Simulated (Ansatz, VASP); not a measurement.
## Two plane-wave programs on Li

Contents of INCAR:

```
PREC = Accurate
ENCUT = 600
EDIFF = 1E-7
ISMEAR = -1
SIGMA = 0.1
LREAL = False
LASPH = True
NELM = 60
ALGO = Normal
ISIF = 3
LWAVE = False
LCHARG = False
GGA = B5
ALDAX = 1.0
AGGAX = 1.0
AGGAC = 1.0
ALDAC = 0.0
IBRION = 2
NSW = 80
EDIFFG = -0.01
```

KPOINTS

```
Automatic mesh
0
Gamma
  12 12 12
```

POSCAR

```
Li
1.0
    1.5504989657      0.8951809952      7.5883000000
   -1.5504989657      0.8951809952      7.5883000000
    0.0000000000     -1.7903619905      7.5883000000
Li
3
Direct
    1.0000000000      0.0000000000      0.0000000000
    0.2220000000      0.2220000000      0.2220000000
    0.7780000000      0.7780000000      0.7780000000
```

Input for Ansatz:

```yaml
crystal:
  lattice:
    - [1.5504989657, 0.8951809952, 7.5883]
    - [-1.5504989657, 0.8951809952, 7.5883]
    - [0.0, -1.7903619905, 7.5883]
  atoms:
    - { symbol: Li, position: [1.0, 0.0, 0.0] }
    - { symbol: Li, position: [0.222, 0.222, 0.222] }
    - { symbol: Li, position: [0.778, 0.778, 0.778] }
hamiltonian:
  xc: blyp
  pseudopotentials:
    kind: paw
    azcp:
      Li: "pseudopotentials/Li.paw.azcp"
basis:
  ecutwfc: 420
  fft_grid_basis: typed
kpoints:
  mp_grid: { grid: [12, 12, 12], shift: [0, 0, 0] }
magnetization:
  spin_polarized: false
scf:
  occupations: { method: fermi_dirac, width: 0.1 }
relax:
  max_steps: 60
  f_tol: 0.01
  cell: {}
```

Alike in both runs: task relaxation of cell and atoms; functional BLYP; k mesh 12 × 12 × 12; occupations fermi-dirac, width 0.1 eV; no spin polarisation.

|  | VASP | Ansatz |
| --- | --- | --- |
| version | VASP 6.6.1 | Ansatz 0.2.0 |
| potentials or method | VASP PAW PBE potentials, release 64 (Li_sv), cutoff 600 eV | plane waves (420 eV) with PAW, scalar-relativistic |
| valence electrons in the cell | 9 | 9 |

```tsv
	VASP	Ansatz	Ansatz less VASP
relaxed volume (Å³/atom)	19.86	20.02	+0.155
relaxed length of the cell vector where the two differ most in proportion (Å)	7.631	7.640	+0.0084
```

VASP's potentials were made for PBE, not for BLYP.

Noted on VASP's run: the cutoff is under 1.25 times that of the potentials, so the pressure is a little rough.
